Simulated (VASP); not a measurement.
# K (P6_3/mmc) in VASP: further runs

The runs below take K through single point, relaxation of cell and atoms, with PBEsol.

Program: VASP 6.6.1. These are calculated values, not measurements. Logs are shortened: lines on timing, memory, paths and dates and some standing lists are left out, and cuts for length are marked.

### 1 The cell of the first run

The structure is hexagonal, space group P6_3/mmc (No. 194). Conventional cell: a = 4.776 Å, b = 4.776 Å, c = 15.598 Å, α = 90.00°, β = 90.00°, γ = 120.00°.

This isn't the form of K at room conditions, which is bcc.

### 2 Single point, PBEsol (77.03 Å³/atom)

Input file INCAR:

```
SYSTEM = K
PREC = Accurate ; ENCUT = 520
EDIFF = 1E-7 ; ISMEAR = -1
SIGMA = 0.1 ; LREAL = .False.
LASPH = .True. ; NELM = 80
ALGO = Normal ; ISIF = 2
LWAVE = .False. ; LCHARG = .False.
GGA = PS ; NBANDS = 26
```

Input file KPOINTS:

```
Automatic mesh
0
Gamma
  9 9 3
  0 0 0
```

Input file POSCAR:

```
K
1.0
    4.7759005467      0.0000000000      0.0000000000
   -2.3879502733      4.1360511993      0.0000000000
    0.0000000000      0.0000000000     15.5980911853
K
4
Direct
    0.0000000000      0.0000000000      0.0000000000
    0.0000000000      0.0000000000      0.5000000000
    0.3333333333      0.6666666667      0.2500000000
    0.6666666667      0.3333333333      0.7500000000
```

Potentials or basis: VASP PAW PBE potentials, release 64 (K_sv).

Launch:

```bash
$ cat potpaw_PBE.64/K_sv/POTCAR > POTCAR
$ mpirun -np 1 vasp_std > vasp.out
```

OUTCAR:

```text
SYSTEM = K
   PREC = Accurate
   ENCUT = 520
   EDIFF = 1E-7
   ISMEAR = -1
   LREAL = .False.
   LASPH = .True.
   NELM = 80
   ISIF = 2
   GGA = PS

 ion  position               nearest neighbor table
   1  0.000  0.000  0.000-
   2  0.000  0.000  0.500-
   3  0.333  0.667  0.250-
   4  0.667  0.333  0.750-

  LATTYP: Found a hexagonal cell.
 ALAT       =     4.7759005467
 C/A-ratio  =     3.2660000000

  Lattice vectors:

 A1 = (   4.7759005467,   0.0000000000,   0.0000000000)
 A2 = (  -2.3879502733,   4.1360511993,   0.0000000000)
 A3 = (   0.0000000000,   0.0000000000,  15.5980911853)

Analysis of symmetry for initial positions (statically):
=====================================================================
 Subroutine PRICEL returns:
 Original cell was already a primitive cell.

 Routine SETGRP: Setting up the symmetry group for a
 hexagonal supercell.

 Subroutine GETGRP returns: Found 24 space group operations
 (whereof 12 operations were pure point group operations)
 out of a pool of 24 trial point group operations.

The static configuration has the point symmetry D_3d.
 The point group associated with its full space group is D_6h.

Analysis of symmetry for dynamics (positions and initial velocities):
=====================================================================
 Subroutine PRICEL returns:
 Original cell was already a primitive cell.

 Routine SETGRP: Setting up the symmetry group for a
 hexagonal supercell.

 Subroutine GETGRP returns: Found 24 space group operations
 (whereof 12 operations were pure point group operations)
 out of a pool of 24 trial point group operations.

The dynamic configuration has the point symmetry D_3d.
 The point group associated with its full space group is D_6h.

 Subroutine INISYM returns: Found 24 space group operations
 (whereof 12 operations are pure point group operations),
 and found     1 'primitive' translations

----------------------------------------------------------------------------------------

                                     Primitive cell

  volume of cell :     308.1149

  direct lattice vectors                    reciprocal lattice vectors
     4.775900547  0.000000000  0.000000000     0.209384595  0.120888252  0.000000000
    -2.387950273  4.136051199  0.000000000     0.000000000  0.241776504  0.000000000
     0.000000000  0.000000000 15.598091185     0.000000000  0.000000000  0.064110409

  length of vectors
     4.775900547  4.775900547 15.598091185     0.241776504  0.241776504  0.064110409

  position of ions in fractional coordinates (direct lattice)
     0.000000000  0.000000000  0.000000000
     0.000000000  0.000000000  0.500000000
     0.333333333  0.666666667  0.250000000
     0.666666667  0.333333333  0.750000000

  ion indices of the primitive-cell ions
   primitive index   ion index
                 1           1
                 2           2
                 3           3
                 4           4

----------------------------------------------------------------------------------------

 KPOINTS: Automatic mesh

Automatic generation of k-mesh.
 Grid dimensions read from file:
 generate k-points for:    9    9    3

 Generating k-lattice:

  Cartesian coordinates                     Fractional coordinates (reciprocal lattice)
     0.023264955  0.013432028  0.000000000     0.111111111  0.000000000  0.000000000
     0.000000000  0.026864056  0.000000000     0.000000000  0.111111111  0.000000000
     0.000000000  0.000000000  0.021370136     0.000000000  0.000000000  0.333333333

  Length of vectors
     0.026864056  0.026864056  0.021370136

  Shift w.r.t. Gamma in fractional coordinates (k-lattice)
     0.000000000  0.000000000  0.000000000

 Subroutine IBZKPT returns following result:
 ===========================================

 Found     24 irreducible k-points:

 Following reciprocal coordinates:
            Coordinates               Weight
  0.000000  0.000000  0.000000      1.000000
  0.111111 -0.000000  0.000000      6.000000
  0.222222 -0.000000  0.000000      6.000000
  0.333333  0.000000  0.000000      6.000000
  0.444444 -0.000000  0.000000      6.000000
  0.111111  0.111111  0.000000      6.000000
[... 16 lines left out ...]
  0.333333  0.222222  0.333333     24.000000
  0.333333  0.333333  0.333333      4.000000
   k-points           NKPTS =     24   k-points in BZ     NKDIM =     24   number of bands    NBANDS=     26
   number of dos      NEDOS =    301   number of ions     NIONS =      4
   total plane-waves  NPLWV = 155520
   dimension x,y,z NGX =    36 NGY =   36 NGZ =  120
   dimension x,y,z NGXF=    72 NGYF=   72 NGZF=  240
   ions per type =               4
   NGX,Y,Z   is equivalent  to a cutoff of  12.53, 12.53, 12.79 a.u.
   NGXF,Y,Z  is equivalent  to a cutoff of  25.06, 25.06, 25.58 a.u.
 SYSTEM =  K
   PREC   = accura    normal or accurate (medium, high low for compatibility)
   ISTART =      0    job   : 0-new  1-cont  2-samecut
   ICHARG =      2    charge: 1-file 2-atom 10-const
   ISPIN  =      1    spin polarized calculation?
   LNONCOLLINEAR =      F non collinear calculations
   LSORBIT =      F    spin-orbit coupling
   LASPH  =      T    aspherical Exc in radial PAW
   ENCUT  =  520.0 eV  38.22 Ry    6.18 a.u.   8.88  8.88 29.00*2*pi/ulx,y,z
   NELM   =     80;   NELMIN=  2; NELMDL= -5     # of ELM steps
   EDIFF  = 0.1E-06   stopping-criterion for ELM
   LREAL  =      F    real-space projection
   EDIFFG = 0.1E-05   stopping-criterion for IOM
   NSW    =      0    number of steps for IOM
   IBRION =     -1    ionic relax: 0-MD 1-quasi-New 2-CG
   NFREE  =      0    steps in history (QN), initial steepest desc. (CG)
   ISIF   =      2    stress and relaxation
   ISYM   =      2    0-nonsym 1-usesym 2-fastsym
   POTIM  = 0.5000    time-step for ionic-motion
   TEBEG  =    0.0;   TEEND  =   0.0 temperature during run
   PSTRESS=    0.0 pullay stress
   NELECT =      36.0000    total number of electrons
   NUPDOWN=      -1.0000    fix difference up-down
   EMIN   =  10.00;   EMAX   =-10.00  energy-range for DOS
   EFERMI =   0.00;   METHOD = LEGACY
   ISMEAR =    -1;   SIGMA  =   0.10  broadening in eV -4-tet -1-fermi 0-gaus
   EFERMI_NEDOS =   21; number of points for ismear=-14 and -15
   IALGO  =     38    algorithm
   IMIX   =      4    mixing-type and parameters
     AMIX     =   0.40;   BMIX     =  1.00
     AMIX_MAG =   1.60;   BMIX_MAG =  1.00
  volume/ion in A,a.u.               =      77.03       519.82
  Fermi-wavevector in a.u.,A,eV,Ry     =   0.800334  1.512413  8.715009  0.640535
  Thomas-Fermi vector in A             =   1.907610
   LORBIT       =      0    0 simple, 1 ext, 2 COOP (PROOUT), +10 PAW based schemes
   GGA     = PS    functional components
   LHFCALC =     F    Hartree Fock is set to
   AEXX    =    0.0000 exact exchange contribution
   IVDW    =     0    specifies the selected vdW correction
   LEPSILON=     F    determine dielectric tensor
   LRPA    =     F    only Hartree local field effects (RPA)
 non-spin polarized calculation
  energy-cutoff  :      520.00
  volume of cell :      308.11
 maximum number of plane-waves:      8333
 NGX is ok and might be reduce to    36
   NGX = 17   NGY = 17   NGZ = 59

 number of electron      36.0000004 magnetization

 Free energy of the ion-electron system (eV)
  ---------------------------------------------------
  ext. energy  EPLUGINS =         0.00000000
  ---------------------------------------------------
  free energy    TOTEN  =        -4.56650039 eV

  energy without entropy =       -4.45980072  energy(sigma->0) =       -4.51315055

 E-fermi :  -0.2548     XC(G=0):  -5.5822

 val. band max:       -0.2629969482   @ k =   0.4444  -0.0000   0.3333
 cond. band min:      -0.2406803914   @ k =   0.3333   0.1111   0.0000
 fundamental gap:      0.0223165567
 Fermi energy:        -0.2547843952

 k-point     1 :       0.0000    0.0000    0.0000
  band No.  band energies     occupation
      1     -32.2817      2.00000
      2     -32.2805      2.00000
      3     -32.2800      2.00000
      4     -32.2787      2.00000
      5     -15.8521      2.00000
      6     -15.8242      2.00000
[... 18 lines left out ...]
     25       3.7306      0.00000
     26       3.8111      0.00000

 k-point     2 :       0.1111   -0.0000    0.0000
  band No.  band energies     occupation
      1     -32.2814      2.00000
      2     -32.2802      2.00000
      3     -32.2798      2.00000
      4     -32.2785      2.00000
      5     -15.8498      2.00000
      6     -15.8249      2.00000
[... 18 lines left out ...]
     25       3.4415      0.00000
     26       3.4523      0.00000

 k-point     3 :       0.2222   -0.0000    0.0000
  band No.  band energies     occupation
      1     -32.2806      2.00000
      2     -32.2796      2.00000
      3     -32.2792      2.00000
      4     -32.2782      2.00000
      5     -15.8439      2.00000
      6     -15.8297      2.00000
[... 18 lines left out ...]
     25       2.7527      0.00000
     26       2.7902      0.00000

 k-point     4 :       0.3333    0.0000    0.0000
  band No.  band energies     occupation
      1     -32.2796      2.00000
      2     -32.2790      2.00000
      3     -32.2785      2.00000
      4     -32.2778      2.00000
      5     -15.8420      2.00000
      6     -15.8415      2.00000
[... 18 lines left out ...]
     25       2.4747      0.00000
     26       2.5465      0.00000
[... 496 lines left out ...]
      1     -32.2791      2.00000
      2     -32.2788      2.00000
      3     -32.2780      2.00000
      4     -32.2778      2.00000
      5     -15.8411      2.00000
      6     -15.8387      2.00000
[... 18 lines left out ...]
     25       2.0531      0.00000
     26       2.3705      0.00000

 k-point    23 :       0.3333    0.2222    0.3333
  band No.  band energies     occupation
      1     -32.2785      2.00000
      2     -32.2784      2.00000
      3     -32.2778      2.00000
      4     -32.2777      2.00000
      5     -15.8434      2.00000
      6     -15.8426      2.00000
[... 18 lines left out ...]
     25       1.7284      0.00000
     26       1.9852      0.00000

 k-point    24 :       0.3333    0.3333    0.3333
  band No.  band energies     occupation
      1     -32.2782      2.00000
      2     -32.2782      2.00000
      3     -32.2777      2.00000
      4     -32.2777      2.00000
      5     -15.8388      2.00000
      6     -15.8388      2.00000
[... 18 lines left out ...]
     25       1.6327      0.00000
     26       1.8078      0.00000

------------------------ aborting loop because EDIFF is reached ----------------------------------------

  FORCE on cell =-STRESS in cart. coord.  units (eV):
  Direction    XX          YY          ZZ          XY          YZ          ZX
  --------------------------------------------------------------------------------------
  -------------------------------------------------------------------------------------
  Total       -0.5130265     -0.5130265     -0.4305558     -0.0000000      0.0000000      0.0000000
  in kB       -2.6677046     -2.6677046     -2.2388625     -0.0000000      0.0000000      0.0000000
  external PRESSURE =      -2.5247573 kB  Pullay stress =       0.0000000 kB

 VOLUME and BASIS-vectors are now :
 -----------------------------------------------------------------------------
  energy-cutoff  :      520.00
  volume of cell :      308.11
      direct lattice vectors                 reciprocal lattice vectors
     4.775900547  0.000000000  0.000000000     0.209384595  0.120888252  0.000000000
    -2.387950273  4.136051199  0.000000000     0.000000000  0.241776504  0.000000000
     0.000000000  0.000000000 15.598091185     0.000000000  0.000000000  0.064110409

 POSITION                                       TOTAL-FORCE (eV/Angst)
 -----------------------------------------------------------------------------------
      0.00000      0.00000      0.00000         0.000000      0.000000      0.000000
      0.00000      0.00000      7.79905         0.000000      0.000000      0.000000
     -0.00000      2.75737      3.89952        -0.000000      0.000000     -0.000000
      2.38795      1.37868     11.69857         0.000000     -0.000000      0.000000
 -----------------------------------------------------------------------------------
    total drift:                               -0.000000      0.000000      0.000000

  FREE ENERGIE OF THE ION-ELECTRON SYSTEM (eV)
  ---------------------------------------------------
  free  energy   TOTEN  =        -4.5665003862 eV

  energy  without entropy=       -4.4598007198  energy(sigma->0) =       -4.51315055
```

Run time: 5.1 min. Hardware: 1 thread of Intel Xeon 8259CL, shared host; peak memory 0.45 GiB.

Results:

- Free energy: -4.5665 eV
- Pressure: -0.3 GPa
- Band gap on the k mesh: zero (bands 18 and 19 overlap by 2.25 eV)

Caveat: the PAW data sets were made with another functional, which shifts forces and pressure a little.

### 3 Single point, PBEsol (79.88 Å³/atom)

This run uses another cell than the first one, of 79.88 Å³/atom.

Input file INCAR:

```
PREC = Accurate
ENCUT = 520
EDIFF = 1E-7
ISMEAR = -1
SIGMA = 0.1
LREAL = False
LASPH = True
NELM = 60
ALGO = Normal
ISIF = 2
LWAVE = False
LCHARG = True
GGA = PS
LELF = True
LVHAR = True
NBANDS = 26
```

Input file KPOINTS:

```
Automatic mesh
0
Gamma
  9 9 3
```

Input file POSCAR:

```
K
1.0
    4.8341489769      0.0000000000      0.0000000000
   -2.4170744885      4.1864958197      0.0000000000
    0.0000000000      0.0000000000     15.7883305586
K
4
Direct
    0.0000000000      0.0000000000      0.0000000000
    0.0000000000      0.0000000000      0.5000000000
    0.3333333333      0.6666666667      0.2500000000
    0.6666666667      0.3333333333      0.7500000000
```

Potentials or basis: VASP PAW PBE potentials, release 64 (K_sv).

Launch:

```bash
$ cat potpaw_PBE.64/K_sv/POTCAR > POTCAR
$ mpirun -np 1 vasp_std > vasp.out
```

Run time: 6 min. Hardware: 1 thread of Intel Xeon 8259CL, shared host; peak memory 0.45 GiB.

Results (log left out):

```yaml
Free_energy: -4.5460 eV
Pressure: -0.3 GPa
Band_gap_on_the_k_mesh: zero (bands 18 and 19 overlap by 2.22 eV)
```

Levels at points of the mesh, in eV from the Fermi level:
```tsv
k point	band 15	band 16	band 17	band 18	band 19	band 20	band 21	band 22
(0.00, 0.00, 0.00)	-15.57	-15.57	-2.05	-1.38	-1.38	0.31	0.51	2.67
```

Caveat: the PAW data sets were made with another functional, which shifts forces and pressure a little.

### 4 Single point, PBEsol

This run uses another cell than the first one, of 71.32 Å³/atom.

Input file INCAR:

```
SYSTEM = K
  ALGO = Normal
  EDIFF = 1E-7
  ENCUT = 520
  GGA = PS
  ISIF = 2
  ISMEAR = -1
  LASPH = .TRUE.
  LCHARG = .FALSE.
  LREAL = .FALSE.
  LWAVE = .FALSE.
  NBANDS = 26
  NELM = 60
  PREC = Accurate
  SIGMA = 0.1
```

Input file KPOINTS:

```
k-points
0
G
  10 10 3
  0 0 0
```

Input file POSCAR:

```
K
1.0
    4.6549393048      0.0000000000      0.0000000000
   -2.3274696524      4.0312956910      0.0000000000
    0.0000000000      0.0000000000     15.2030317694
K
4
Direct
    0.0000000000      0.0000000000      0.0000000000
    0.0000000000      0.0000000000      0.5000000000
    0.3333333333      0.6666666667      0.2500000000
    0.6666666667      0.3333333333      0.7500000000
```

Launch:

```bash
$ cat potpaw_PBE.64/K_sv/POTCAR > POTCAR
$ mpirun -np 1 vasp_std > vasp.out
```

It took 5.9 min on 1 thread of Intel Xeon 8259CL, shared host; peak memory 0.46 GiB.

Results (log left out):

| Quantity | Value |
| --- | --- |
| Free energy | -4.5861 eV |
| Pressure | 0.0 GPa |
| Band gap on the k mesh | zero (bands 18 and 19 overlap by 2.36 eV) |

Levels at points of the mesh, in eV from the Fermi level:
| k point | band 15 | band 16 | band 17 | band 18 | band 19 | band 20 | band 21 | band 22 |
| --- | --- | --- | --- | --- | --- | --- | --- | --- |
| (0.00, 0.00, 0.00) | -15.47 | -15.47 | -2.20 | -1.46 | -1.46 | 0.33 | 0.57 | 2.77 |
| (0.50, 0.00, 0.00) | -15.48 | -15.48 | 0.16 | 0.23 | 0.63 | 0.64 | 0.84 | 0.88 |

Caveat: the PAW data sets were made with another functional, which shifts forces and pressure a little.

(Continued in part 2 of 2.)
